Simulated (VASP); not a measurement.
Here is a VASP 6.6.1 calculation.

The input POSCAR:

```
HfB
1.0
    0.0000000000      2.3553056198      2.3553056198
    2.3553056198      0.0000000000      2.3553056198
    2.3553056198      2.3553056198      0.0000000000
Hf B
1 1
Direct
    0.5000000000      0.5000000000      0.5000000000
    0.0000000000      0.0000000000      0.0000000000
```

The input INCAR.step1:

```
SYSTEM = HfB
PREC     = Accurate       ! precision mode
ENCUT    = 520            ! plane-wave cutoff, eV
EDIFF    = 1E-5           ! SCF threshold, eV
ISMEAR   = -1             ! smearing method
SIGMA    = 0.05           ! smearing width, eV
LREAL    = .FALSE.        ! projectors in reciprocal space
LASPH    = .TRUE.         ! aspherical terms in the spheres
NELM     = 60             ! most SCF steps
ALGO     = Normal         ! electronic algorithm
ISIF     = 2              ! what is computed and relaxed
LWAVE    = .TRUE.         ! write WAVECAR
LCHARG   = .FALSE.        ! write CHGCAR
NBANDS   = 14             ! bands
GGA      = PE             ! functional
```

Contents of INCAR.step2:

```
SYSTEM = HfB
PREC     = Accurate       ! precision mode
ENCUT    = 520            ! plane-wave cutoff, eV
EDIFF    = 1E-6           ! SCF threshold, eV
ISMEAR   = -1             ! smearing method
SIGMA    = 0.05           ! smearing width, eV
LREAL    = .FALSE.        ! projectors in reciprocal space
LASPH    = .TRUE.         ! aspherical terms in the spheres
NELM     = 60             ! most SCF steps
ALGO     = Normal         ! electronic algorithm
ISIF     = 2              ! what is computed and relaxed
LWAVE    = .FALSE.        ! write WAVECAR
LCHARG   = .FALSE.        ! write CHGCAR
GGA      = PE             ! functional
LHFCALC  = .TRUE.         ! exact exchange
HFSCREEN = 0.2079         ! screening, 1/A
PRECFOCK = Normal       
NBANDS   = 14             ! bands
ISTART   = 1
```

The input KPOINTS:

```
regular mesh
0
G
  6 6 6
  0 0 0
```

Potentials or basis: VASP PAW PBE potentials, release 64 (Hf_pv, B).

The run is started by

```sh
$ cat potpaw_PBE.64/Hf_pv/POTCAR potpaw_PBE.64/B/POTCAR > POTCAR
$ cp INCAR.step1 INCAR
$ mpirun -np 1 vasp_std > vasp.out
$ cp INCAR.step2 INCAR
$ mpirun -np 1 vasp_std > vasp.out
```

Question: Predict the pressure.

Answer: 13.5 GPa.

Question: Predict the band gap on the k mesh.

Answer: Zero (an odd number of electrons rules out a gap without spin polarisation).

Caveat: the k points lie up to 0.39 Å⁻¹ apart, too coarse for converged energies and pressures of a metal; the PAW data sets were made with another functional, which shifts forces and pressure a little; spin-orbit coupling is left out, which moves the levels of the heavy elements.
